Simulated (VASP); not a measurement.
# HfSi7 (P-43m) in VASP: further runs

The runs below take HfSi7 through single point, with PBEsol.

Program: VASP 6.6.1. These are calculated values, not measurements. Logs are shortened: lines on timing, memory, paths and dates and some standing lists are left out, and cuts for length are marked.

## 1. The cell of the first run

Symmetry: P-43m, No. 215, cubic system. The conventional cell has a = 5.593 Å, b = 5.593 Å, c = 5.593 Å, α = 90.00°, β = 90.00°, γ = 90.00°. Within 3.4 Å of Hf (site symmetry -43m) lie 4 Si at 2.57 Å. Within 3.1 Å of Si (site symmetry 3m) lie 3 Si at 2.38 Å and 1 Hf at 2.57 Å. Within 3.1 Å of Si (site symmetry -42m) lie 4 Si at 2.38 Å.

## 2. Single point, PBEsol

Contents of INCAR:

```
SYSTEM = HfSi7
PREC = Accurate
ENCUT = 520
EDIFF = 1E-6
ISMEAR = 0
SIGMA = 0.1
LREAL = .False.
LASPH = .True.
NELM = 60
ALGO = Normal
ISIF = 2
LWAVE = .False.
LCHARG = .False.
GGA = PS
NBANDS = 29
```

Contents of KPOINTS:

```
regular mesh
0
Gamma
  4 4 4
  0 0 0
```

Contents of POSCAR:

```
HfSi7
1.0
    5.5933672714      0.0000000000      0.0000000000
    0.0000000000      5.5933672714      0.0000000000
    0.0000000000      0.0000000000      5.5933672714
Hf Si
1 7
Direct
    0.0000000000      0.0000000000      0.0000000000
    0.2650199410      0.2650199410      0.2650199410
    0.0000000000      0.5000000000      0.5000000000
    0.5000000000      0.5000000000      0.0000000000
    0.5000000000      0.0000000000      0.5000000000
    0.7349800590      0.2650199410      0.7349800590
    0.7349800590      0.7349800590      0.2650199410
    0.2650199410      0.7349800590      0.7349800590
```

Potentials or basis: VASP PAW PBE potentials, release 64 (Hf_pv, Si).

Started as:

```bash
$ cat potpaw_PBE.64/Hf_pv/POTCAR potpaw_PBE.64/Si/POTCAR > POTCAR
$ mpirun -np 1 vasp_std > vasp.out
```

OUTCAR:

```text
SYSTEM = HfSi7
   PREC = Accurate
   ENCUT = 520
   EDIFF = 1E-6
   ISMEAR = 0
   LREAL = .False.
   LASPH = .True.
   NELM = 60
   ISIF = 2
   GGA = PS

 ion  position               nearest neighbor table
   1  0.000  0.000  0.000-   2 2.57   6 2.57   7 2.57   8 2.57
   2  0.265  0.265  0.265-   3 2.38   4 2.38   5 2.38   1 2.57
   3  0.000  0.500  0.500-   2 2.38   6 2.38   7 2.38   8 2.38
   4  0.500  0.500  0.000-   2 2.38   6 2.38   7 2.38   8 2.38
   5  0.500  0.000  0.500-   2 2.38   6 2.38   7 2.38   8 2.38
   6  0.735  0.265  0.735-   3 2.38   4 2.38   5 2.38   1 2.57
   7  0.735  0.735  0.265-   3 2.38   4 2.38   5 2.38   1 2.57
   8  0.265  0.735  0.735-   3 2.38   4 2.38   5 2.38   1 2.57

  LATTYP: Found a simple cubic cell.
 ALAT       =     5.5933672714

  Lattice vectors:

 A1 = (   5.5933672714,   0.0000000000,   0.0000000000)
 A2 = (   0.0000000000,   5.5933672714,   0.0000000000)
 A3 = (   0.0000000000,   0.0000000000,   5.5933672714)

Analysis of symmetry for initial positions (statically):
=====================================================================
 Subroutine PRICEL returns:
 Original cell was already a primitive cell.

 Routine SETGRP: Setting up the symmetry group for a
 simple cubic supercell.

 Subroutine GETGRP returns: Found 24 space group operations
 (whereof 24 operations were pure point group operations)
 out of a pool of 48 trial point group operations.

The static configuration has the point symmetry T_d .

Analysis of symmetry for dynamics (positions and initial velocities):
=====================================================================
 Subroutine PRICEL returns:
 Original cell was already a primitive cell.

 Routine SETGRP: Setting up the symmetry group for a
 simple cubic supercell.

 Subroutine GETGRP returns: Found 24 space group operations
 (whereof 24 operations were pure point group operations)
 out of a pool of 48 trial point group operations.

The dynamic configuration has the point symmetry T_d .

 Subroutine INISYM returns: Found 24 space group operations
 (whereof 24 operations are pure point group operations),
 and found     1 'primitive' translations

----------------------------------------------------------------------------------------

                                     Primitive cell

[... 91 lines left out ...]
   IBRION =     -1    ionic relax: 0-MD 1-quasi-New 2-CG
   NFREE  =      0    steps in history (QN), initial steepest desc. (CG)
   ISIF   =      2    stress and relaxation
   ISYM   =      2    0-nonsym 1-usesym 2-fastsym
   POTIM  = 0.5000    time-step for ionic-motion
   TEBEG  =    0.0;   TEEND  =   0.0 temperature during run
   PSTRESS=    0.0 pullay stress
   NELECT =      38.0000    total number of electrons
   NUPDOWN=      -1.0000    fix difference up-down
   EMIN   =  10.00;   EMAX   =-10.00  energy-range for DOS
   EFERMI =   0.00;   METHOD = LEGACY
   ISMEAR =     0;   SIGMA  =   0.10  broadening in eV -4-tet -1-fermi 0-gaus
   EFERMI_NEDOS =   21; number of points for ismear=-14 and -15
   IALGO  =     38    algorithm
   IMIX   =      4    mixing-type and parameters
     AMIX     =   0.40;   BMIX     =  1.00
     AMIX_MAG =   1.60;   BMIX_MAG =  1.00
  volume/ion in A,a.u.               =      21.87       147.61
  Fermi-wavevector in a.u.,A,eV,Ry     =   0.984002  1.859494 13.173979  0.968260
  Thomas-Fermi vector in A             =   2.115202
   LORBIT       =      0    0 simple, 1 ext, 2 COOP (PROOUT), +10 PAW based schemes
   GGA     = PS    functional components
   LHFCALC =     F    Hartree Fock is set to
   AEXX    =    0.0000 exact exchange contribution
   IVDW    =     0    specifies the selected vdW correction
   LEPSILON=     F    determine dielectric tensor
   LRPA    =     F    only Hartree local field effects (RPA)
 non-spin polarized calculation
 Gauss-broadening in eV      SIGMA  =   0.10
  energy-cutoff  :      520.00
  volume of cell :      174.99
 maximum number of plane-waves:      4737
 NGX is ok and might be reduce to    42
   NGX = 21   NGY = 21   NGZ = 21

 number of electron      37.9999999 magnetization

 Free energy of the ion-electron system (eV)
  ---------------------------------------------------
  ext. energy  EPLUGINS =         0.00000000
  ---------------------------------------------------
  free energy    TOTEN  =       -48.13815007 eV

  energy without entropy =      -48.12468141  energy(sigma->0) =      -48.13141574

 E-fermi :   4.8017     XC(G=0):  -9.4875

 val. band max:        4.7231714592   @ k =   0.5000   0.5000   0.0000
 cond. band min:       4.8778675761   @ k =   0.2500   0.0000   0.0000
 fundamental gap:      0.1546961169
 Fermi energy:         4.8016926456

 k-point     1 :       0.0000    0.0000    0.0000
  band No.  band energies     occupation
      1     -25.6667      2.00000
      2     -25.6667      2.00000
      3     -25.6667      2.00000
      4      -6.4304      2.00000
      5      -2.9630      2.00000
      6      -2.9630      2.00000
[... 309 lines left out ...]
     28       9.0710      0.00000
     29       9.0710      0.00000

------------------------ aborting loop because EDIFF is reached ----------------------------------------

  FORCE on cell =-STRESS in cart. coord.  units (eV):
  Direction    XX          YY          ZZ          XY          YZ          ZX
  --------------------------------------------------------------------------------------
  -------------------------------------------------------------------------------------
  Total        0.1806393      0.1806393      0.1806393      0.0000000      0.0000000      0.0000000
  in kB        1.6538756      1.6538756      1.6538756      0.0000000      0.0000000      0.0000000
  external PRESSURE =       1.6538756 kB  Pullay stress =       0.0000000 kB

 VOLUME and BASIS-vectors are now :
 -----------------------------------------------------------------------------
  energy-cutoff  :      520.00
  volume of cell :      174.99
      direct lattice vectors                 reciprocal lattice vectors
     5.593367271  0.000000000  0.000000000     0.178783182  0.000000000  0.000000000
     0.000000000  5.593367271  0.000000000     0.000000000  0.178783182  0.000000000
     0.000000000  0.000000000  5.593367271     0.000000000  0.000000000  0.178783182

 POSITION                                       TOTAL-FORCE (eV/Angst)
 -----------------------------------------------------------------------------------
      0.00000      0.00000      0.00000        -0.000000     -0.000000     -0.000000
      1.48235      1.48235      1.48235        -0.006782     -0.006782     -0.006782
      0.00000      2.79668      2.79668        -0.000000      0.000000     -0.000000
      2.79668      2.79668      0.00000        -0.000000      0.000000      0.000000
      2.79668      0.00000      2.79668        -0.000000      0.000000      0.000000
      4.11101      1.48235      4.11101         0.006782     -0.006782      0.006782
      4.11101      4.11101      1.48235         0.006782      0.006782     -0.006782
      1.48235      4.11101      4.11101        -0.006782      0.006782      0.006782
 -----------------------------------------------------------------------------------
    total drift:                               -0.000000     -0.000000     -0.000000

  FREE ENERGIE OF THE ION-ELECTRON SYSTEM (eV)
  ---------------------------------------------------
  free  energy   TOTEN  =       -48.1381500659 eV

  energy  without entropy=      -48.1246814146  energy(sigma->0) =      -48.13141574
```

stdout:

```text
POSCAR found type information on POSCAR HfSi
 POSCAR found :  2 types and       8 ions
 scaLAPACK will be used
 -----------------------------------------------------------------------------
|                                                                             |
|                                                                             |
|     You enforced a specific xc type in the INCAR file but a different       |
|     I HOPE YOU KNOW WHAT YOU ARE DOING!                                     |
|                                                                             |
 -----------------------------------------------------------------------------

 LDA part: xc-table for (Slater+PW92), standard interpolation
 POSCAR, INCAR and KPOINTS ok, starting setup
 FFT: planning ... GRIDC
 FFT: planning ... GRID_SOFT
 FFT: planning ... GRID
 WAVECAR not read
 entering main loop
```

Run time: 23 s. Hardware: 1 thread of AMD EPYC 9R45 (Zen 5), shared host; peak memory 0.23 GiB.

Results:

| Item | Value |
| --- | --- |
| Free energy | -48.1382 eV |
| Pressure | 0.2 GPa |
| Largest force | 0.012 eV/Å |
| Band gap on the k mesh | zero (bands 19 and 20 overlap by 0.10 eV) |

Forces in eV/Å, atoms in the order of the input:
```
Hf   0.000  0.000  0.000
Si  -0.007 -0.007 -0.007
Si   0.000  0.000  0.000
Si   0.000  0.000  0.000
Si   0.000  0.000  0.000
Si   0.007 -0.007  0.007
Si   0.007  0.007 -0.007
Si  -0.007  0.007  0.007
```

Levels at points of the mesh, in eV from the Fermi level:
```csv
k point,band 16,band 17,band 18,band 19,band 20,band 21,band 22,band 23
"(0.00, 0.00, 0.00)",-1.99,-0.70,-0.70,-0.70,-0.18,-0.18,0.86,1.15
"(0.50, 0.00, 0.00)",-2.17,-1.49,-0.10,-0.10,0.95,1.08,1.53,2.04
"(0.50, 0.50, 0.00)",-1.66,-1.46,-0.08,-0.08,1.32,1.45,2.08,2.10
"(0.50, 0.50, 0.50)",-1.14,-0.68,-0.68,-0.68,1.10,1.10,1.27,1.27
```

Caveat: the PAW data sets were made with another functional, which shifts forces and pressure a little; spin-orbit coupling is left out, which moves the levels of the heavy elements.

## 3. Single point, PBEsol

This run uses another cell than the first one, of 23.56 Å³/atom.

Contents of INCAR:

```
  ALGO = Normal
  EDIFF = 1E-6
  ENCUT = 520
  GGA = PS
  ISIF = 2
  ISMEAR = 0
  LASPH = True
  LCHARG = False
  LREAL = False
  LWAVE = False
  NBANDS = 29
  NELM = 100
  PREC = Accurate
  SIGMA = 0.1
```

Contents of KPOINTS:

```
k-points
0
Gamma
  4 4 4
```

Contents of POSCAR:

```
HfSi7
1.0
    5.7334857981      0.0000000000      0.0000000000
    0.0000000000      5.7334857981      0.0000000000
    0.0000000000      0.0000000000      5.7334857981
Hf Si
1 7
Direct
    0.0000000000      0.0000000000      0.0000000000
    0.2526152100      0.2526152100      0.2526152100
    0.0000000000      0.5000000000      0.5000000000
    0.5000000000      0.5000000000      0.0000000000
    0.5000000000      0.0000000000      0.5000000000
    0.7473847900      0.2526152100      0.7473847900
    0.7473847900      0.7473847900      0.2526152100
    0.2526152100      0.7473847900      0.7473847900
```

Potentials or basis: VASP PAW PBE potentials, release 64 (Hf_pv, Si).

Started as:

```bash
$ cat potpaw_PBE.64/Hf_pv/POTCAR potpaw_PBE.64/Si/POTCAR > POTCAR
$ mpirun -np 1 vasp_std > vasp.out
```

OUTCAR:

```text
EDIFF = 1E-6
   ENCUT = 520
   GGA = PS
   ISIF = 2
   ISMEAR = 0
   LASPH = True
   LREAL = False
   NELM = 100
   PREC = Accurate

 ion  position               nearest neighbor table
   1  0.000  0.000  0.000-   2 2.51   6 2.51   7 2.51   8 2.51
   2  0.253  0.253  0.253-   3 2.47   4 2.47   5 2.47   1 2.51
   3  0.000  0.500  0.500-   2 2.47   6 2.47   7 2.47   8 2.47
   4  0.500  0.500  0.000-   2 2.47   6 2.47   7 2.47   8 2.47
[... 519 lines left out ...]
  Total       -3.9977057     -3.9977057     -3.9977057      0.0000000      0.0000000      0.0000000
  in kB      -33.9832711    -33.9832711    -33.9832711      0.0000000      0.0000000      0.0000000
  external PRESSURE =     -33.9832711 kB  Pullay stress =       0.0000000 kB

 VOLUME and BASIS-vectors are now :
 -----------------------------------------------------------------------------
  energy-cutoff  :      520.00
  volume of cell :      188.48
      direct lattice vectors                 reciprocal lattice vectors
     5.733485798  0.000000000  0.000000000     0.174413967  0.000000000  0.000000000
     0.000000000  5.733485798  0.000000000     0.000000000  0.174413967  0.000000000
     0.000000000  0.000000000  5.733485798     0.000000000  0.000000000  0.174413967

 POSITION                                       TOTAL-FORCE (eV/Angst)
 -----------------------------------------------------------------------------------
      0.00000      0.00000      0.00000        -0.000000     -0.000000      0.000000
      1.44837      1.44837      1.44837         0.988267      0.988267      0.988267
      0.00000      2.86674      2.86674        -0.000000     -0.000000      0.000000
      2.86674      2.86674      0.00000        -0.000000     -0.000000      0.000000
      2.86674      0.00000      2.86674        -0.000000     -0.000000     -0.000000
      4.28512      1.44837      4.28512        -0.988267      0.988267     -0.988267
      4.28512      4.28512      1.44837        -0.988267     -0.988267      0.988267
      1.44837      4.28512      4.28512         0.988267     -0.988267     -0.988267
 -----------------------------------------------------------------------------------
    total drift:                               -0.000000     -0.000000      0.000000

  FREE ENERGIE OF THE ION-ELECTRON SYSTEM (eV)
  ---------------------------------------------------
  free  energy   TOTEN  =       -47.5738795353 eV

  energy  without entropy=      -47.5650301996  energy(sigma->0) =      -47.56945487
```

stdout:

```text
POSCAR found type information on POSCAR HfSi
 POSCAR found :  2 types and       8 ions
 scaLAPACK will be used
 -----------------------------------------------------------------------------
|                                                                             |
|                                                                             |
|     You enforced a specific xc type in the INCAR file but a different       |
|     I HOPE YOU KNOW WHAT YOU ARE DOING!                                     |
|                                                                             |
 -----------------------------------------------------------------------------

 LDA part: xc-table for (Slater+PW92), standard interpolation
 POSCAR, INCAR and KPOINTS ok, starting setup
 FFT: planning ... GRIDC
 FFT: planning ... GRID_SOFT
 FFT: planning ... GRID
 WAVECAR not read
 entering main loop
```

It took 34 s on 1 thread of AMD EPYC 9R45 (Zen 5), shared host; peak memory 0.29 GiB.

Results:

```
Free energy            : -47.5739 eV
Pressure               : -3.4 GPa
Largest force          : 1.712 eV/Å
Band gap on the k mesh : zero (bands 19 and 20 overlap by 0.05 eV)
```

Forces on the atoms (eV/Å):
```
Hf   0.000  0.000  0.000
Si   0.988  0.988  0.988
Si   0.000  0.000  0.000
Si   0.000  0.000  0.000
Si   0.000  0.000  0.000
Si  -0.988  0.988 -0.988
Si  -0.988 -0.988  0.988
Si   0.988 -0.988 -0.988
```

Levels at points of the mesh, in eV from the Fermi level:
| k point | band 15 | band 16 | band 17 | band 18 | band 19 | band 20 | band 21 | band 22 | band 23 | band 24 |
| --- | --- | --- | --- | --- | --- | --- | --- | --- | --- | --- |
| (0.00, 0.00, 0.00) | -1.43 | -1.43 | -0.61 | -0.61 | -0.61 | -0.13 | -0.13 | 1.39 | 1.64 | 1.64 |
| (0.50, 0.00, 0.00) | -1.64 | -1.64 | -1.34 | -0.13 | -0.13 | 0.88 | 1.10 | 1.90 | 2.10 | 2.28 |
| (0.50, 0.50, 0.00) | -1.94 | -1.22 | -0.92 | -0.07 | -0.07 | 1.28 | 1.49 | 2.09 | 2.41 | 2.41 |
| (0.50, 0.50, 0.50) | -0.81 | -0.81 | -0.77 | -0.77 | -0.77 | 1.17 | 1.17 | 1.52 | 1.52 | 1.52 |

Caveat: the cell stands under tension; the PAW data sets were made with another functional, which shifts forces and pressure a little; spin-orbit coupling is left out, which moves the levels of the heavy elements.

## 4. Single point, PBEsol

Contents of INCAR:

```
SYSTEM = HfSi7
PREC = Accurate ; ENCUT = 520
EDIFF = 1E-6 ; ISMEAR = 0
SIGMA = 0.1 ; LREAL = .FALSE.
LASPH = .TRUE. ; NELM = 60
ALGO = Normal ; ISIF = 2
LWAVE = .FALSE. ; LCHARG = .FALSE.
GGA = PS ; NBANDS = 29
```

Contents of KPOINTS:

```
regular mesh
0
G
  6 6 6
  0 0 0
```

Contents of POSCAR:

```
HfSi7
1.0
    5.5952415373      0.0000000000      0.0000000000
    0.0000000000      5.5952415373      0.0000000000
    0.0000000000      0.0000000000      5.5952415373
Hf Si
1 7
Direct
    0.0000000000      0.0000000000      0.0000000000
    0.2649317722      0.2649317722      0.2649317722
    0.0000000000      0.5000000000      0.5000000000
    0.5000000000      0.5000000000      0.0000000000
    0.5000000000      0.0000000000      0.5000000000
    0.7350682278      0.2649317722      0.7350682278
    0.7350682278      0.7350682278      0.2649317722
    0.2649317722      0.7350682278      0.7350682278
```

Started as:

```bash
$ cat potpaw_PBE.64/Hf_pv/POTCAR potpaw_PBE.64/Si/POTCAR > POTCAR
$ mpirun -np 1 vasp_std > vasp.out
```

Run time: 42 s. Hardware: 1 thread of AMD EPYC 9R45 (Zen 5), shared host; peak memory 0.26 GiB.

Results (log left out):

- Free energy: -48.1497 eV
- Pressure: 0.1 GPa
- Band gap on the k mesh: zero (bands 19 and 20 overlap by 0.11 eV)

Levels at points of the mesh, in eV from the Fermi level:
```csv
k point,band 16,band 17,band 18,band 19,band 20,band 21,band 22,band 23
"(0.00, 0.00, 0.00)",-1.98,-0.69,-0.69,-0.69,-0.17,-0.17,0.87,1.16
"(0.50, 0.00, 0.00)",-2.16,-1.48,-0.09,-0.09,0.96,1.09,1.55,2.05
"(0.50, 0.50, 0.00)",-1.65,-1.45,-0.07,-0.07,1.33,1.46,2.09,2.11
"(0.50, 0.50, 0.50)",-1.12,-0.68,-0.68,-0.68,1.11,1.11,1.28,1.28
```

Caveat: the PAW data sets were made with another functional, which shifts forces and pressure a little; spin-orbit coupling is left out, which moves the levels of the heavy elements.

[end of part 1 of 2]
